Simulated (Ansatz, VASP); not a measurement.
# Two plane-wave programs on TlCl

File INCAR:

```
  PREC = Accurate
  ENCUT = 400
  EDIFF = 1E-8
  ISMEAR = 0
  SIGMA = 0.01
  LREAL = F
  LASPH = T
  NELM = 120
  ALGO = Normal
  ISIF = 2
  LWAVE = F
  LCHARG = F
  GGA = PE
  LEFG = T
  NBANDS = 94
  GGA_COMPAT = F
```

KPOINTS

```
regular mesh
0
Gamma
  3 3 3
```

File POSCAR:

```
TlCl
1.0
    7.6680000000      0.0000000000      0.0000000000
    0.0000000000      7.6680000000      0.0000000000
    0.0000000000      0.0000000000      7.6680000000
Tl Cl
8 8
Direct
    0.0000000000      0.0000000000      0.0000000000
    0.0000000000      0.0000000000      0.5000000000
    0.0000000000      0.5000000000      0.0000000000
    0.0000000000      0.5000000000      0.5000000000
    0.5000000000      0.0000000000      0.0000000000
    0.5000000000      0.0000000000      0.5000000000
    0.5000000000      0.5000000000      0.0000000000
    0.5000000000      0.5000000000      0.5000000000
    0.2500000000      0.2500000000      0.2500000000
    0.2500000000      0.2500000000      0.7500000000
    0.2500000000      0.7500000000      0.2500000000
    0.2500000000      0.7500000000      0.7500000000
    0.7500000000      0.2500000000      0.2500000000
    0.7500000000      0.2500000000      0.7500000000
    0.7500000000      0.7500000000      0.2500000000
    0.7500000000      0.7500000000      0.7500000000
```

Input for Ansatz:

```yaml
crystal:
  lattice:
    - [7.668, 0.0, 0.0]
    - [0.0, 7.668, 0.0]
    - [0.0, 0.0, 7.668]
  atoms:
    - { symbol: Tl, position: [0.0, 0.0, 0.0] }
    - { symbol: Tl, position: [0.0, 0.0, 0.5] }
    - { symbol: Tl, position: [0.0, 0.5, 0.0] }
    - { symbol: Tl, position: [0.0, 0.5, 0.5] }
    - { symbol: Tl, position: [0.5, 0.0, 0.0] }
    - { symbol: Tl, position: [0.5, 0.0, 0.5] }
    - { symbol: Tl, position: [0.5, 0.5, 0.0] }
    - { symbol: Tl, position: [0.5, 0.5, 0.5] }
    - { symbol: Cl, position: [0.25, 0.25, 0.25] }
    - { symbol: Cl, position: [0.25, 0.25, 0.75] }
    - { symbol: Cl, position: [0.25, 0.75, 0.25] }
    - { symbol: Cl, position: [0.25, 0.75, 0.75] }
    - { symbol: Cl, position: [0.75, 0.25, 0.25] }
    - { symbol: Cl, position: [0.75, 0.25, 0.75] }
    - { symbol: Cl, position: [0.75, 0.75, 0.25] }
    - { symbol: Cl, position: [0.75, 0.75, 0.75] }
kpoints:
  mp_grid: { grid: [3, 3, 3] }
scf:
  occupations: { method: fixed }
hamiltonian:
  xc: pbe
  pseudopotentials: { kind: paw }
output:
  forces: true
  efg:
    quadrupole_moments_barn: { Cl: -0.08112 }
    contact_densities: true
  core_levels:
    shells: { Cl: "2p", Tl: "4f" }
    counted_from: valence_top
    eps_inf: [5.32, 5.32, 5.32]
```

Alike in both runs: task electric field gradients; functional PBE; k mesh 3 × 3 × 3; no spin polarisation.

|  | VASP | Ansatz |
| --- | --- | --- |
| version | VASP 6.6.1 | Ansatz 0.2.0 |
| potentials or method | VASP PAW PBE potentials, release 64 (Tl_d, Cl) | plane-wave PAW, scalar-relativistic |
| plane-wave cutoff (eV) | 400 | 420 |
| occupations | gaussian, width 0.01 eV | fixed |
| valence electrons in the cell | 160 | 160 |

VASP gave:

| Property | Result |
| --- | --- |
| gap on the k mesh at the Fermi level (eV) | 2.08 |

Q: Estimate Ansatz's values.

A: gap on the k mesh at the Fermi level (eV): 2.07.

Neither program's run includes spin-orbit coupling.
